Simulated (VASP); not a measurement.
Here is a VASP 6.6.1 calculation.

The input INCAR:

```
ALGO = Normal
EDIFF = 1E-6
ENCUT = 520
GGA = PE
ISIF = 2
ISMEAR = 0
LASPH = T
LCHARG = F
LREAL = F
LWAVE = F
NBANDS = 10
NELM = 80
PREC = Accurate
SIGMA = 0.05
```

File KPOINTS:

```
k-points
0
Gamma
  8 8 4
```

The input POSCAR:

```
H
1.0
    1.7944863085     -2.9039011338     -0.0085410289
    1.7527036975      2.8779192832      0.0026110421
   -0.0113308256      0.0132506707      6.7442898213
H
4
Direct
    0.5451333590      0.3532224703      1.0317953380
    0.4493980486      0.4650511767     -0.0353339187
    0.5454732216      0.6882429852      0.4669662737
    0.4599953708      0.4934833678      0.5365723069
```

Potentials or basis: VASP PAW PBE potentials, release 64 (H).

Launch:

```bash
$ cat potpaw_PBE.64/H/POTCAR > POTCAR
$ mpirun -np 1 vasp_std > vasp.out
```

Predict the pressure.

-0.1 GPa.

What does it give for the band gap on the k mesh?

8.82 eV (least direct gap 9.40 eV).

Predict the largest force.

0.008 eV/Å.

Forces on the atoms (eV/Å):
```
H    0.000  0.006 -0.004
H    0.001 -0.005  0.005
H   -0.003 -0.002  0.002
H    0.002  0.001 -0.003
```

Caveat: this functional lacks dispersion, which holds the molecules together, so the pressure and a relaxed volume are unreliable. A k mesh can miss the band edges.
